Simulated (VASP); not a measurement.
Crystal: B4N3.

```
CELL_PARAMETERS angstrom
3.65249 0.00000 0.00000
-1.82624 3.16315 0.00000
0.00000 0.00000 5.31393
ATOMIC_POSITIONS crystal
B 0.00000 0.00000 0.50000
B 0.50000 0.00000 0.50000
B 0.00000 0.50000 0.50000
B 0.50000 0.50000 0.50000
N 0.33333 0.66667 0.00000
N 0.66667 0.33333 0.00000
N 0.00000 0.00000 0.00000
```

The cell was generated, and may not be a known phase.

```yaml
Program: VASP 6.6.1
Task: relaxation of cell and atoms
Functional: PBE
Potentials_or_basis: VASP PAW PBE potentials, release 64 (B, N)
Cutoff: 600 eV
k_mesh: 5 × 5 × 3
Occupations: gaussian, width 0.2 eV
Spin: no spin polarisation
```

At the start: pressure -24.9 GPa; volume 8.77 Å³/atom.

Task: How do energy, volume and symmetry change on relaxing?

Result: Over 17 steps the energy falls by 153.7 meV/atom and the volume is 8.90 Å³/atom (+1.5 %); space group P6/mmm (No. 191, to 0.1 Å) before and after.

Step by step:
| step | energy change (eV) | largest force (eV/Å) | pressure (GPa) | volume (Å³) |
| --- | --- | --- | --- | --- |
| 1 | 0.0000 | 0.0000 | -24.94 | 61.39 |
| 2 | -0.5912 | 0.0000 | 22.90 | 49.97 |
| 3 | -0.8755 | 0.0000 | 1.40 | 53.56 |
| 4 | -0.8752 | 0.0000 | 2.16 | 53.41 |
| 5 | -0.8982 | 0.0000 | 3.06 | 53.79 |
| 6 | -0.9256 | 0.0000 | 5.35 | 54.61 |
| 7 | -0.9434 | 0.0000 | 3.59 | 55.28 |
| 8 | -0.9687 | 0.0000 | -1.18 | 57.32 |
| 9 | -0.9694 | 0.0000 | -2.02 | 57.71 |
| 10 | -0.9836 | 0.0000 | -2.18 | 58.38 |
| 11 | -1.0335 | 0.0000 | -2.55 | 60.36 |
| 12 | -1.0623 | 0.0000 | -2.62 | 64.30 |
| 13 | -1.0668 | 0.0000 | -2.71 | 63.46 |
| 14 | -1.0672 | 0.0000 | -2.76 | 62.46 |
| 15 | -1.0680 | 0.0000 | -2.75 | 62.94 |
| 16 | -1.0737 | 0.0000 | 1.34 | 61.94 |
| 17 | -1.0760 | 0.0000 | -0.12 | 62.29 |

Final structure:
```xyz
7
Lattice="3.4093 0.0000 0.0000 -1.7047 2.9526 0.0000 0.0000 0.0000 6.1876" Properties=species:S:1:pos:R:3 pbc="T T T"
B     0.0000    0.0000    3.0938
B     1.7047    0.0000    3.0938
B    -0.8523    1.4763    3.0938
B     0.8523    1.4763    3.0938
N     0.0000    1.9684    0.0000
N     1.7047    0.9842    0.0000
N     0.0000    0.0000    0.0000
```

Caveat: the k points lie up to 0.43 Å⁻¹ apart in the final cell, too coarse for converged energies and pressures of a metal; a cell axis changed by over 15 % at a fixed basis, so the end point is rough; this functional lacks dispersion, which binds layers or chains, so the pressure and a relaxed spacing across them are unreliable.
